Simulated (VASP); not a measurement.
Write the native input for VASP 6.6.1 that does the following.

```yaml
Task: single point
Functional: PBE
Potentials_or_basis: VASP PAW PBE potentials, release 64 (Mo_sv)
Cutoff: 520 eV
k_mesh: 18 × 18 × 18
Occupations: fermi-dirac, width 0.05 eV
Spin: no spin polarisation
Dipole_correction: no
Further_INCAR_settings: ALGO = Normal; EDIFF = 1e-06; NBANDS = 21
```

The structure of Mo lies in POSCAR:

```
Mo
1.0
   -2.1963358495      2.1963358495      1.1523451137
    2.1963358495     -2.1963358495      1.1523451137
    2.1963358495      2.1963358495     -1.1523451137
Mo
2
Direct
   -0.3750000000     -0.1250000000     -0.2500000000
    0.3750000000      0.1250000000      0.2500000000
```

These files were run (other wordings do the same):

INCAR

```
PREC = Accurate
ENCUT = 520
EDIFF = 1E-6
ISMEAR = -1
SIGMA = 0.05
LREAL = F
LASPH = T
NELM = 80
ALGO = Normal
ISIF = 2
LWAVE = F
LCHARG = F
GGA = PE
NBANDS = 21
```

KPOINTS

```
regular mesh
0
Gamma
  18 18 18
```

Potentials or basis: VASP PAW PBE potentials, release 64 (Mo_sv).

Launch:

```console
$ cat potpaw_PBE.64/Mo_sv/POTCAR > POTCAR
$ mpirun -np 1 vasp_std > vasp.out
```

It gave:

```json
{
 "Pressure": "204.3 GPa",
 "Band gap on the k mesh": "zero (bands 14 and 15 overlap by 4.74 eV)"
}
```

Caveat: the cell stands under pressure.

Wall time 5.1 min on 1 thread of Intel Xeon 8259CL (shared host), peak memory 0.3 GiB.
